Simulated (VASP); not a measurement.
Write the native input for VASP 6.6.1 that does the following.

```yaml
Task: single point
Functional: r2SCAN
Potentials_or_basis: VASP PAW PBE potentials, release 64 (Sr_sv, Ti_sv, O)
Cutoff: 520 eV
k_mesh: 6 × 6 × 6
Occupations: gaussian, width 0.02 eV
Spin: no spin polarisation
Hubbard_terms: Ti d U = 4.0 eV
Dipole_correction: no
Further_INCAR_settings: ALGO = Normal; EDIFF = 1e-06; NBANDS = 28
```

The system is SrTiO3.

```
Sr Ti O
1.0
     3.91771    0.00000    0.00000
     0.00000    3.91771    0.00000
     0.00000    0.00000    3.91771
Sr Ti O
1 1 3
Direct
  0.00000 0.00000 0.00000
  0.50000 0.50000 0.50000
  0.50000 0.00000 0.50000
  0.50000 0.50000 0.00000
  0.00000 0.50000 0.50000
```

One way to write it, as run:

POSCAR

```
SrTiO3
1.0
    3.9177112476      0.0000000000      0.0000000000
    0.0000000000      3.9177112476      0.0000000000
    0.0000000000      0.0000000000      3.9177112476
Sr Ti O
1 1 3
Direct
    0.0000000000      0.0000000000      0.0000000000
    0.5000000000      0.5000000000      0.5000000000
    0.5000000000      0.0000000000      0.5000000000
    0.5000000000      0.5000000000      0.0000000000
    0.0000000000      0.5000000000      0.5000000000
```

INCAR.step1

```
  ALGO = Normal
  EDIFF = 1E-4
  ENCUT = 520
  GGA = PE
  ISMEAR = 0
  LASPH = True
  LCHARG = False
  LDAU = True
  LDAUJ = 0 0 0
  LDAUL = -1 2 -1
  LDAUTYPE = 2
  LDAUU = 0 4 0
  LMAXMIX = 4
  LREAL = False
  LWAVE = True
  NBANDS = 28
  NELM = 150
  PREC = Accurate
  SIGMA = 0.02
```

INCAR.step2

```
  ALGO = Normal
  EDIFF = 1E-6
  ENCUT = 520
  ISIF = 2
  ISMEAR = 0
  ISTART = 1
  LASPH = True
  LCHARG = True
  LDAU = True
  LDAUJ = 0 0 0
  LDAUL = -1 2 -1
  LDAUPRINT = 1
  LDAUTYPE = 2
  LDAUU = 0 4 0
  LELF = True
  LMAXMIX = 4
  LMIXTAU = True
  LREAL = False
  LVHAR = True
  LWAVE = False
  METAGGA = R2SCAN
  NBANDS = 28
  NELM = 150
  PREC = Accurate
  SIGMA = 0.02
```

KPOINTS

```
k-points
0
Gamma
  6 6 6
```

Potentials or basis: VASP PAW PBE potentials, release 64 (Sr_sv, Ti_sv, O).

Launch:

```bash
$ cat potpaw_PBE.64/Sr_sv/POTCAR potpaw_PBE.64/Ti_sv/POTCAR potpaw_PBE.64/O/POTCAR > POTCAR
$ cp INCAR.step1 INCAR
$ mpirun -np 1 vasp_std > vasp.out
$ cp INCAR.step2 INCAR
$ mpirun -np 1 vasp_std > vasp.out
```

It gave:

| Item | Value |
| --- | --- |
| Pressure | 3.2 GPa |
| Band gap on the k mesh | 2.84 eV, indirect (least direct gap 3.28 eV) |

Caveat: the PAW data sets were made with another functional, which shifts forces and pressure a little.

Wall time 63 s on 1 thread of Intel(R) Xeon(R) 6975P-C (Granite Rapids) (shared host), peak memory 0.19 GiB.
